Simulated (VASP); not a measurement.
Write the native input for VASP 6.6.1 that does the following.

| Quantity | Value |
| --- | --- |
| Task | single point |
| Functional | r2SCAN |
| Potentials or basis | VASP PAW PBE potentials, release 64 (Mg_sv, O) |
| Cutoff | 920 eV |
| k mesh | 8 × 8 × 6 |
| Occupations | gaussian, width 0.02 eV |
| Spin | no spin polarisation |
| Dipole correction | no |
| Further INCAR settings | ALGO = Normal; EDIFF = 1e-06; NBANDS = 24 |

Crystal: MgO.

```xyz
4
Lattice="2.1125 2.1125 0.0000 -2.1125 2.1125 0.0000 0.0000 0.0000 4.1203" Properties=species:S:1:pos:R:3 pbc="T T T"
Mg    0.0000    0.0000    0.0000
Mg    0.0000    2.1125    2.0602
O     0.0000    2.1125    0.0000
O     0.0000    0.0000    2.0602
```

This cell differs from its parent crystal: uniaxial strain along c: -2.0 %, then relaxed in part.

The input as run:

POSCAR

```
MgO
1.0
    2.1125007393      2.1125007393      0.0000000000
   -2.1125007393      2.1125007393      0.0000000000
    0.0000000000      0.0000000000      4.1203138662
Mg O
2 2
Direct
    0.0000000000      0.0000000000      0.0000000000
    0.5000000000      0.5000000000      0.5000000000
    0.5000000000      0.5000000000      0.0000000000
    0.0000000000      0.0000000000      0.5000000000
```

INCAR.step1

```
ALGO     = Normal         # electronic algorithm
EDIFF    = 1E-5           # SCF threshold, eV
ENCUT    = 920            # plane-wave cutoff, eV
GGA      = PE             # functional
GGA_COMPAT= False        
ISMEAR   = 0              # smearing method
LASPH    = True           # aspherical terms in the spheres
LCHARG   = False          # write CHGCAR
LREAL    = False          # projectors in reciprocal space
LWAVE    = True           # write WAVECAR
NBANDS   = 24             # bands
NELM     = 120            # most SCF steps
PREC     = Accurate       # precision mode
SIGMA    = 0.02           # smearing width, eV
```

INCAR.step2

```
ALGO     = Normal         # electronic algorithm
EDIFF    = 1E-6           # SCF threshold, eV
ENCUT    = 920            # plane-wave cutoff, eV
GGA_COMPAT= False        
ISIF     = 2              # what is computed and relaxed
ISMEAR   = 0              # smearing method
ISTART   = 1            
LASPH    = True           # aspherical terms in the spheres
LCHARG   = True           # write CHGCAR
LELF     = True           # ELF
LMIXTAU  = True         
LREAL    = False          # projectors in reciprocal space
LVHAR    = True         
LWAVE    = False          # write WAVECAR
METAGGA  = R2SCAN         # meta-GGA
NBANDS   = 24             # bands
NELM     = 120            # most SCF steps
PREC     = Accurate       # precision mode
SIGMA    = 0.02           # smearing width, eV
```

KPOINTS

```
k-points
0
Gamma
  8 8 6
```

Potentials or basis: VASP PAW PBE potentials, release 64 (Mg_sv, O).

Command:

```sh
$ cat potpaw_PBE.64/Mg_sv/POTCAR potpaw_PBE.64/O/POTCAR > POTCAR
$ cp INCAR.step1 INCAR
$ mpirun -np 1 vasp_std > vasp.out
$ cp INCAR.step2 INCAR
$ mpirun -np 1 vasp_std > vasp.out
```

Results of the run:

The pressure is 2.9 GPa. The band gap on the k mesh is 5.78 eV.

Caveat: the cell differs from its parent crystal (uniaxial strain along c: -2.0 %, then relaxed in part); the stress differs along the axes, from 1 to 7 GPa; the PAW data sets were made with another functional, which shifts forces and pressure a little.

Run time: 5.9 min on 1 thread of AMD EPYC 7R43 64-Core Processor (Zen 3) (shared host), peak memory 0.23 GiB.
